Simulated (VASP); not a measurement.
# ZnSe (F-43m) in VASP: notebook

ZnSe is run at these levels: PBE; tasks: vibrations by perturbation theory.

Everything below comes from runs of VASP 6.6.1. Logs are shortened: lines on timing, memory, paths and dates and some standing lists are left out, and cuts for length are marked.

### 1 The cell of the first run

Symmetry: F-43m, No. 216, cubic system. The conventional cell has a = 5.694 Å, b = 5.694 Å, c = 5.694 Å, α = 90.00°, β = 90.00°, γ = 90.00°. Within 3.3 Å of Zn (site symmetry -43m) lie 4 Se at 2.47 Å. Within 3.3 Å of Se (site symmetry -43m) lie 4 Zn at 2.47 Å.

### 2 Vibrations by perturbation theory, PBE (phonons at volume x 0.98)

INCAR reads:

```
SYSTEM = ZnSe
ALGO = Normal ; EDIFF = 1E-8
ENCUT = 520 ; GGA = PE
IBRION = 8 ; ISIF = 2
ISMEAR = 0 ; LASPH = .TRUE.
LCHARG = .TRUE. ; LEPSILON = .TRUE.
LREAL = .FALSE. ; LWAVE = .FALSE.
NELM = 100 ; NSW = 1
PREC = Accurate ; SIGMA = 0.01
```

KPOINTS reads:

```
k-points
0
G
  8 8 8
  0 0 0
```

POSCAR reads:

```
ZnSe
1.0
    0.0000000000      2.8470668412      2.8470668412
    2.8470668412      0.0000000000      2.8470668412
    2.8470668412      2.8470668412      0.0000000000
Zn Se
1 1
Direct
    0.0000000000      0.0000000000      0.0000000000
    0.7500000000      0.7500000000      0.7500000000
```

Potentials or basis: VASP PAW PBE potentials, release 64 (Zn, Se).

Run with:

```console
cat potpaw_PBE.64/Zn/POTCAR potpaw_PBE.64/Se/POTCAR > POTCAR
mpirun -np 1 vasp_std > vasp.out
```

OUTCAR:

```text
SYSTEM = ZnSe
   EDIFF = 1E-8
   ENCUT = 520
   GGA = PE
   IBRION = 8
   ISIF = 2
   ISMEAR = 0
   LASPH = .TRUE.
   LEPSILON = .TRUE.
   LREAL = .FALSE.
   NELM = 100
   NSW = 1
   PREC = Accurate

 ion  position               nearest neighbor table
   1  0.000  0.000  0.000-   2 2.47   2 2.47   2 2.47   2 2.47
   2  0.750  0.750  0.750-   1 2.47   1 2.47   1 2.47   1 2.47

  LATTYP: Found a face centered cubic cell.
 ALAT       =     5.6941336824

  Lattice vectors:

 A1 = (   0.0000000000,   2.8470668412,   2.8470668412)
 A2 = (   2.8470668412,   0.0000000000,   2.8470668412)
 A3 = (   2.8470668412,   2.8470668412,   0.0000000000)

Analysis of symmetry for initial positions (statically):
=====================================================================
 Subroutine PRICEL returns:
 Original cell was already a primitive cell.

 Routine SETGRP: Setting up the symmetry group for a
 face centered cubic supercell.

 Subroutine GETGRP returns: Found 24 space group operations
 (whereof 24 operations were pure point group operations)
 out of a pool of 48 trial point group operations.

The static configuration has the point symmetry T_d .

Analysis of symmetry for dynamics (positions and initial velocities):
=====================================================================
 Subroutine PRICEL returns:
 Original cell was already a primitive cell.

 Routine SETGRP: Setting up the symmetry group for a
 face centered cubic supercell.

 Subroutine GETGRP returns: Found 24 space group operations
 (whereof 24 operations were pure point group operations)
 out of a pool of 48 trial point group operations.

The dynamic configuration has the point symmetry T_d .

 Subroutine INISYM returns: Found 24 space group operations
 (whereof 24 operations are pure point group operations),
 and found     1 'primitive' translations

----------------------------------------------------------------------------------------

                                     Primitive cell

  volume of cell :      46.1554

  direct lattice vectors                    reciprocal lattice vectors
     0.000000000  2.847066841  2.847066841    -0.175619340  0.175619340  0.175619340
     2.847066841  0.000000000  2.847066841     0.175619340 -0.175619340  0.175619340
     2.847066841  2.847066841  0.000000000     0.175619340  0.175619340 -0.175619340

  length of vectors
     4.026360540  4.026360540  4.026360540     0.304181620  0.304181620  0.304181620

  position of ions in fractional coordinates (direct lattice)
     0.000000000  0.000000000  0.000000000
     0.750000000  0.750000000  0.750000000

  ion indices of the primitive-cell ions
   primitive index   ion index
                 1           1
                 2           2

----------------------------------------------------------------------------------------

 KPOINTS: k-points

Automatic generation of k-mesh.
 Grid dimensions read from file:
 generate k-points for:    8    8    8

 Generating k-lattice:

  Cartesian coordinates                     Fractional coordinates (reciprocal lattice)
    -0.021952418  0.021952418  0.021952418     0.125000000  0.000000000  0.000000000
     0.021952418 -0.021952418  0.021952418     0.000000000  0.125000000  0.000000000
     0.021952418  0.021952418 -0.021952418     0.000000000  0.000000000  0.125000000

  Length of vectors
     0.038022702  0.038022702  0.038022702

  Shift w.r.t. Gamma in fractional coordinates (k-lattice)
     0.000000000  0.000000000  0.000000000

 Subroutine IBZKPT returns following result:
 ===========================================

 Found     29 irreducible k-points:

 Following reciprocal coordinates:
            Coordinates               Weight
[... 489 lines left out ...]
  energy-cutoff  :      520.00
  volume of cell :       46.16
      direct lattice vectors                 reciprocal lattice vectors
     0.000000000  2.847066841  2.847066841    -0.175619340  0.175619340  0.175619340
     2.847066841  0.000000000  2.847066841     0.175619340 -0.175619340  0.175619340
     2.847066841  2.847066841  0.000000000     0.175619340  0.175619340 -0.175619340

 POSITION                                       TOTAL-FORCE (eV/Angst)
 -----------------------------------------------------------------------------------
      0.00000      0.00000      0.00000        -0.000000     -0.000000     -0.000000
      4.27060      4.27060      4.27060         0.000000      0.000000      0.000000
 -----------------------------------------------------------------------------------
    total drift:                                0.000001      0.000001      0.000001

  FREE ENERGIE OF THE ION-ELECTRON SYSTEM (eV)
  ---------------------------------------------------
  free  energy   TOTEN  =        -6.0276740572 eV

  energy  without entropy=       -6.0276740572  energy(sigma->0) =       -6.02767406

 HEAD OF MICROSCOPIC STATIC DIELECTRIC TENSOR (INDEPENDENT PARTICLE, excluding Hartree and local field effects)
 ------------------------------------------------------
           8.251840     0.000000    -0.000000
           0.000000     8.251840     0.000000
          -0.000000     0.000000     8.251840
 ------------------------------------------------------

 Free energy of the ion-electron system (eV)
  ---------------------------------------------------
  ---------------------------------------------------
  free energy    TOTEN  =        -0.95152161 eV

  energy without entropy =       -0.95152161

------------------------ aborting loop because EDIFF is reached ----------------------------------------

--------------------------------------- Ionic step        2  -------------------------------------------

------------------------ aborting loop because EDIFF is reached ----------------------------------------

--------------------------------------- Ionic step        3  -------------------------------------------

------------------------ aborting loop because EDIFF is reached ----------------------------------------

 PIEZOELECTRIC TENSOR FIELD DIRECTION 3  (e Angst)
 -----------------------------------------------------------------------------
    -0.00073  2.07053  0.00000           (  0.00000 -0.03532  0.00000)
     2.07053 -0.00073  0.00000           ( -0.03532  0.00000  0.00000)
     0.00000  0.00000 -0.00029           (  0.00000  0.00000 -0.00000)

 PIEZOELECTRIC TENSOR FIELD DIRECTION 3  (C/m^2)
 -----------------------------------------------------------------------------
    -0.00025  0.71874  0.00000
     0.71874 -0.00025  0.00000
     0.00000  0.00000 -0.00010

--------------------------------------- Ionic step        4  -------------------------------------------

------------------------ aborting loop because EDIFF is reached ----------------------------------------

[... ionic steps 5 to 6 ...]

--------------------------------------- Ionic step        7  -------------------------------------------

 Free energy of the ion-electron system (eV)
  ---------------------------------------------------
  ---------------------------------------------------
  free energy    TOTEN  =        -0.08264761 eV

  energy without entropy =       -0.08264761

------------------------ aborting loop because EDIFF is reached ----------------------------------------

 INTERNAL STRAIN TENSOR  FOR ION    2  DIRECTION 1   (eV/Angst):
 -----------------------------------------------------------------------------
    -0.01524  0.00000  0.00000
     0.00000  0.01287  5.18003
     0.00000  5.18003  0.01287

 MACROSCOPIC STATIC DIELECTRIC TENSOR (including local field effects in DFT)
 ------------------------------------------------------
           7.880042     0.000000    -0.000000
           0.000000     7.880042     0.000000
           0.000000    -0.000000     7.880042
 ------------------------------------------------------

 PIEZOELECTRIC TENSOR (including local field effects)  for field in x, y, z        (e  Angst)
          XX          YY          ZZ          XY          YZ          ZX
  --------------------------------------------------------------------------------
  x     0.00000    -0.00000    -0.00000     0.00000     2.08612     0.00000
  y    -0.00000    -0.00000    -0.00000     0.00000     0.00000     2.08612
  z     0.00000     0.00000     0.00000     2.08612     0.00000     0.00000

 PIEZOELECTRIC TENSOR (including local field effects)  for field in x, y, z        (C/m^2)
          XX          YY          ZZ          XY          YZ          ZX
  --------------------------------------------------------------------------------
  x     0.00000    -0.00000    -0.00000     0.00000     0.72415     0.00000
  y    -0.00000    -0.00000    -0.00000     0.00000     0.00000     0.72415
  z     0.00000     0.00000     0.00000     0.72415     0.00000     0.00000

 BORN EFFECTIVE CHARGES (including local field effects) (in |e|, cummulative output)
 ---------------------------------------------------------------------------------
 ion    1
    1     2.11034     0.00000     0.00000
    2     0.00000     2.11034     0.00000
    3    -0.00000     0.00000     2.11034
 ion    2
    1    -2.11034     0.00000     0.00000
    2     0.00000    -2.11034     0.00000
    3     0.00000     0.00000    -2.11034

 INTERNAL STRAIN TENSOR FOR ION    2 for displacements in x,y,z  (eV/Angst):
          X           Y           Z          XY          YZ          ZX
  --------------------------------------------------------------------------------
  x     0.00000     0.00000     0.00000     0.00000     5.18003     0.00000
  y     0.00000     0.00000     0.00000     0.00000     0.00000     5.18003
  z     0.00000     0.00000     0.00000     5.18003     0.00000     0.00000

 SECOND DERIVATIVES (NOT SYMMETRIZED)
 ------------------------------------
               1X          1Y          1Z          2X          2Y          2Z
  1X    -5.533181    0.000000    0.000000    5.533181    0.000000    0.000000
  1Y     0.000000   -5.533181    0.000000    0.000000    5.533181    0.000000
  1Z     0.000000    0.000000   -5.533181    0.000000    0.000000    5.533181
  2X     5.440483    0.000000    0.000000   -5.440483    0.000000    0.000000
  2Y     0.000000    5.440483    0.000000    0.000000   -5.440483    0.000000
  2Z     0.000000    0.000000    5.440483    0.000000    0.000000   -5.440483

 Eigenvectors and eigenvalues of the dynamical matrix
 ----------------------------------------------------

   1 f  =    6.125435 THz    38.487242 2PiTHz  204.322512 cm-1    25.332751 meV
             X         Y         Z           dx          dy          dz
      0.000000  0.000000  0.000000     0.000000    0.742418    0.000000
      4.270600  4.270600  4.270600     0.000000   -0.669937    0.000000
[... 21 lines left out ...]
   6 f/i=    0.025736 THz     0.161706 2PiTHz    0.858470 cm-1     0.106437 meV
             X         Y         Z           dx          dy          dz
      0.000000  0.000000  0.000000     0.000000    0.000000   -0.669937
      4.270600  4.270600  4.270600     0.000000    0.000000   -0.742418

--------------------------------------------------------------------------------------------------------

 MACROSCOPIC STATIC DIELECTRIC TENSOR IONIC CONTRIBUTION
 ------------------------------------------------------
           3.182083    -0.000000    -0.000000
          -0.000000     3.182083     0.000000
          -0.000000     0.000000     3.182083
 ------------------------------------------------------

 ELASTIC MODULI CONTR FROM IONIC RELAXATION (kBar)
 Direction    XX          YY          ZZ          XY          YZ          ZX
 --------------------------------------------------------------------------------
 XX          -0.0000      0.0000     -0.0000     -0.0000      0.0000     -0.0000
 YY           0.0000     -0.0000      0.0000     -0.0000     -0.0000      0.0000
 ZZ          -0.0000      0.0000     -0.0000      0.0000     -0.0000     -0.0000
 XY          -0.0000     -0.0000      0.0000   -170.2567      0.0000     -0.0000
 YZ           0.0000     -0.0000     -0.0000      0.0000   -170.2567      0.0000
 ZX          -0.0000      0.0000     -0.0000     -0.0000      0.0000   -170.2567
 --------------------------------------------------------------------------------

 PIEZOELECTRIC TENSOR IONIC CONTR  for field in x, y, z        (C/m^2)
          XX          YY          ZZ          XY          YZ          ZX
  --------------------------------------------------------------------------------
  x     0.00000    -0.00000    -0.00000     0.00000    -0.69260     0.00000
  y    -0.00000     0.00000    -0.00000    -0.00000     0.00000    -0.69260
  z    -0.00000    -0.00000     0.00000    -0.69260     0.00000    -0.00000
```

It took 4.9 min on 1 thread of AMD EPYC 9R45 (Zen 5), shared host; peak memory 0.28 GiB.

Results:

- Electronic dielectric tensor (diagonal): 7.88
- Born charges (mean of the diagonal): Zn +2.11; Se -2.11 e
- Highest phonon frequency at Γ, LO-TO splitting left out: 204 cm⁻¹

Phonon frequencies in cm⁻¹ (negative: imaginary):
```
              q point           frequencies
(0.000, 0.000, 0.000)  -1 -1 -1 204 204 204
```

Electronic dielectric tensor:
```
7.88 0.00 0.00
0.00 7.88 0.00
0.00 0.00 7.88
```

Born effective charge tensors (e):
atom 1, Zn
```
2.11 0.00 0.00
0.00 2.11 0.00
0.00 0.00 2.11
```
atom 2, Se
```
-2.11  0.00  0.00
 0.00 -2.11  0.00
 0.00  0.00 -2.11
```

Caveat: the cell differs from its parent crystal (phonons at volume x 0.98); the cell wasn't relaxed at this level first, which shifts response properties.

### 3 Vibrations by perturbation theory, PBE

This run uses another cell than the first one, of 23.55 Å³/atom, 1.020 times its volume.

INCAR reads:

```
ALGO = Normal ; EDIFF = 1E-8
ENCUT = 520 ; GGA = PE
IBRION = 8 ; ISIF = 2
ISMEAR = 0 ; LASPH = True
LCHARG = True ; LEPSILON = True
LREAL = False ; LWAVE = False
NELM = 100 ; NSW = 1
PREC = Accurate ; SIGMA = 0.01
```

KPOINTS reads:

```
k-points
0
Gamma
  8 8 8
```

POSCAR reads:

```
ZnSe
1.0
    0.0000000000      2.8663043628      2.8663043628
    2.8663043628      0.0000000000      2.8663043628
    2.8663043628      2.8663043628      0.0000000000
Zn Se
1 1
Direct
    0.0000000000      0.0000000000      0.0000000000
    0.7500000000      0.7500000000      0.7500000000
```

Potentials or basis: VASP PAW PBE potentials, release 64 (Zn, Se).

Run with:

```console
cat potpaw_PBE.64/Zn/POTCAR potpaw_PBE.64/Se/POTCAR > POTCAR
mpirun -np 1 vasp_std > vasp.out
```

OUTCAR:

```text
EDIFF = 1E-8
   ENCUT = 520
   GGA = PE
   IBRION = 8
   ISIF = 2
   ISMEAR = 0
   LASPH = True
   LEPSILON = True
   LREAL = False
   NELM = 100
   NSW = 1
   PREC = Accurate

 ion  position               nearest neighbor table
   1  0.000  0.000  0.000-   2 2.48   2 2.48   2 2.48   2 2.48
   2  0.750  0.750  0.750-   1 2.48   1 2.48   1 2.48   1 2.48

  LATTYP: Found a face centered cubic cell.
 ALAT       =     5.7326087256

[... 711 lines left out ...]
      4.299457  4.299457  4.299457     0.000000   -0.671516    0.000000
[... 21 lines left out ...]
   6 f/i=    0.012228 THz     0.076833 2PiTHz    0.407892 cm-1     0.050572 meV
             X         Y         Z           dx          dy          dz
      0.000000  0.000000  0.000000     0.000000    0.000000   -0.671516
      4.299457  4.299457  4.299457     0.000000    0.000000   -0.740990

--------------------------------------------------------------------------------------------------------

 MACROSCOPIC STATIC DIELECTRIC TENSOR IONIC CONTRIBUTION
 ------------------------------------------------------
           3.466592    -0.000000     0.000000
          -0.000000     3.466592    -0.000000
           0.000000    -0.000000     3.466592
 ------------------------------------------------------

 ELASTIC MODULI CONTR FROM IONIC RELAXATION (kBar)
 Direction    XX          YY          ZZ          XY          YZ          ZX
 --------------------------------------------------------------------------------
 XX          -0.0000      0.0000      0.0000      0.0000      0.0000      0.0000
 YY          -0.0000     -0.0000     -0.0000      0.0000     -0.0000      0.0000
 ZZ           0.0000     -0.0000     -0.0000      0.0000     -0.0000      0.0000
 XY           0.0000      0.0000      0.0000   -136.5068      0.0000      0.0000
 YZ           0.0000     -0.0000     -0.0000      0.0000   -136.5068      0.0000
 ZX           0.0000      0.0000      0.0000      0.0000      0.0000   -136.5068
 --------------------------------------------------------------------------------

 PIEZOELECTRIC TENSOR IONIC CONTR  for field in x, y, z        (C/m^2)
          XX          YY          ZZ          XY          YZ          ZX
  --------------------------------------------------------------------------------
  x     0.00000    -0.00000    -0.00000    -0.00000    -0.64729     0.00000
  y     0.00000     0.00000     0.00000    -0.00000    -0.00000    -0.64729
  z    -0.00000    -0.00000     0.00000    -0.64729     0.00000     0.00000
```

stdout:

```text
POSCAR found type information on POSCAR ZnSe
 POSCAR found :  2 types and       2 ions
 scaLAPACK will be used
 LDA part: xc-table for (Slater+PW92), standard interpolation
 POSCAR, INCAR and KPOINTS ok, starting setup
 FFT: planning ... GRIDC
 FFT: planning ... GRID_SOFT
 FFT: planning ... GRID
 WAVECAR not read
 entering main loop
[... 24 lines left out ...]
 dielectric tensor                  component  3 :     1.358     1.199     8.054
 Linear response DOF=           2
 Linear response progress:
 first order change of Fermi-energy  -0.29151E+00
 force on displaced ion       1 direction 1 :  -5.114   0.000   0.000
 Born effective charge ion    1 direction 1 :   2.119   0.000   0.000
 Linear response progress:
 first order change of Fermi-energy   0.29183E+00
 force on displaced ion       2 direction 1 :  -5.072  -0.000  -0.000
 Born effective charge ion    2 direction 1 :  -2.167   0.000   0.000
 Born effective charges drift removed
 Linear response finished
```

It took 5.2 min on 1 thread of AMD EPYC 9R45 (Zen 5), shared host; peak memory 0.28 GiB.

Results:

```yaml
Electronic_dielectric_tensor_diagonal: 8.05
Born_charges_mean_of_the_diagonal: Zn +2.14; Se -2.14 e
Highest_phonon_frequency_at_Γ_LO-TO_splitting_left_out: 197 cm⁻¹
```

Phonon frequencies in cm⁻¹ (negative: imaginary):
| q point | frequencies |
| --- | --- |
| (0.000, 0.000, 0.000) | 0 0 0 197 197 197 |

Electronic dielectric tensor:
```
8.05 0.00 0.00
0.00 8.05 0.00
0.00 0.00 8.05
```

Born effective charge tensors (e):
atom 1, Zn
```
2.14 0.00 0.00
0.00 2.14 0.00
0.00 0.00 2.14
```
atom 2, Se
```
-2.14  0.00  0.00
 0.00 -2.14  0.00
 0.00  0.00 -2.14
```
